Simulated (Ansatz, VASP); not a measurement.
## Sn: VASP beside Ansatz

Contents of POSCAR:

```
Sn
1.0
   -1.7974207710      1.8959095804      1.8959095804
    1.8959095804     -1.7974207710      1.8959095804
    1.8959095804      1.8959095804     -1.7974207710
Sn
1
Direct
    0.0000000000      0.0000000000      0.0000000000
```

File INCAR.step1:

```
SYSTEM = Sn
ALGO = Normal
EDIFF = 1E-4
ENCUT = 520
GGA = PE
ISMEAR = 0
LASPH = .TRUE.
LCHARG = .FALSE.
LREAL = .FALSE.
LWAVE = .TRUE.
NBANDS = 13
NELM = 100
PREC = Accurate
SIGMA = 0.15
```

File INCAR.step2:

```
SYSTEM = Sn
ALGO = Normal
EDIFF = 1E-6
ENCUT = 520
ISIF = 2
ISMEAR = 0
ISTART = 1
LASPH = .TRUE.
LCHARG = .FALSE.
LMIXTAU = .TRUE.
LREAL = .FALSE.
LWAVE = .FALSE.
METAGGA = R2SCAN
NBANDS = 13
NELM = 100
PREC = Accurate
SIGMA = 0.15
```

Contents of KPOINTS:

```
k-points
0
G
  20 20 20
  0 0 0
```

Input for Ansatz:

```yaml
crystal:
  lattice:
    - [-1.797420771, 1.8959095804, 1.8959095804]
    - [1.8959095804, -1.797420771, 1.8959095804]
    - [1.8959095804, 1.8959095804, -1.797420771]
  atoms:
    - { symbol: Sn, position: [0.0, 0.0, 0.0] }
basis:
  ecutwfc: 500
kpoints:
  mp_grid: { grid: [20, 20, 20] }
hamiltonian:
  xc: r2scan
scf:
  occupations: { method: gaussian, width: 0.15 }
output:
  forces: true
  stress: true
  eigenvalues: true
```

Alike in both runs: task single point; functional r2SCAN; k mesh 20 × 20 × 20; occupations gaussian, width 0.15 eV; no spin polarisation.

```csv
,VASP,Ansatz
version,VASP 6.6.1,Ansatz 0.2.0
potentials or method,"VASP PAW PBE potentials, release 64 (Sn_d), cutoff 520 eV","scalar-relativistic, plane waves, PAW"
valence electrons in the cell,14,14
```

Ansatz gave:

```
gap on the k mesh at the Fermi level (eV)                     : none
pressure (GPa)                                                : -0.2
traceless stress, the component that is largest in VASP (GPa) : -0.62
```

Problem. What did VASP give for the same quantities?

Solution. gap on the k mesh at the Fermi level (eV): none; pressure (GPa): -0.2; traceless stress, the component that is largest in VASP (GPa): -0.63.

VASP's potentials were made for PBE, not for r2SCAN. A gap of «none» marks a metal or a gap that the smearing closes.
